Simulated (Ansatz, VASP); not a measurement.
## One calculation of MgI2, two programs

```
Mg I
1.0
     4.17243    0.00000    0.00000
    -2.08622    3.61343    0.00000
     0.00000    0.00000    6.87561
Mg I
1 2
Direct
  0.00000 0.00000 0.00000
  0.33333 0.66667 0.24188
  0.66667 0.33333 0.75812
```

Change from the starting cell: biaxial_xy strain +0.4%.

Alike in both runs: task single point; functional r2SCAN; k mesh 12 × 12 × 4; no spin polarisation.

|  | VASP | Ansatz |
| --- | --- | --- |
| version | VASP 6.6.1 | Ansatz 0.2.0 |
| potentials or method | VASP PAW PBE potentials, release 64 (Mg, I) | plane waves, PAW |
| plane-wave cutoff (eV) | 520 | 500 |
| occupations | gaussian, width 0.01 eV | fixed |
| valence electrons in the cell | 16 | 44 |

VASP gave:

| Property | Result |
| --- | --- |
| gap on the k mesh at the Fermi level (eV) | 4.08 |
| pressure (GPa) | 0.3 |
| traceless stress, the component that is largest in VASP (GPa) | 0.18 |
| rms of the force components (eV/Å) | 0.020 |

Q: Estimate Ansatz's values.

A: gap on the k mesh at the Fermi level (eV): 4.11; pressure (GPa): 0.4; traceless stress, the component that is largest in VASP (GPa): 0.17; rms of the force components (eV/Å): 0.011.

VASP's potentials were made for PBE, not for r2SCAN. Atom by atom the forces differ by 0.008 eV/Å (rms over components). VASP's potentials hold 16 valence electrons a cell and Ansatz's 44, so a difference there can come from the potentials and not from the codes.

Neither program's run includes spin-orbit coupling.
